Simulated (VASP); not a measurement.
Crystal: Mo.

```xyz
1
Lattice="-1.5736 1.5736 1.5736 1.5736 -1.5736 1.5736 1.5736 1.5736 -1.5736" Properties=species:S:1:pos:R:3 pbc="T T T"
Mo    0.0000    0.0000    0.0000
```

```yaml
Program: VASP 6.6.1
Task: relaxation of cell and atoms
Functional: PBEsol
Potentials_or_basis: VASP PAW PBE potentials, release 64 (Mo_sv)
Cutoff: 600 eV
k_mesh: 14 × 14 × 14
Occupations: fermi-dirac, width 0.1 eV
Spin: no spin polarisation
```

At the start: pressure -3.6 GPa; volume 15.59 Å³/atom.

Q: Where does the relaxation end?

A: Over 3 steps the energy falls by 2.4 meV/atom and the volume is 15.38 Å³/atom (-1.3 %); space group Im-3m (No. 229, to 0.05 Å).

Step by step:
```
step  energy change (eV)  largest force (eV/Å)  pressure (GPa)  volume (Å³)
   1              0.0000                0.0000           -3.64        15.59
   2              0.0178                0.0000           11.61        14.80
   3             -0.0024                0.0000           -0.04        15.38
```

Final structure:
```
Mo
1.0
    -1.56675    1.56675    1.56675
     1.56675   -1.56675    1.56675
     1.56675    1.56675   -1.56675
Mo
1
Direct
  0.00000 0.00000 0.00000
```

Caveat: the PAW data sets were made with another functional, which shifts forces and pressure a little.
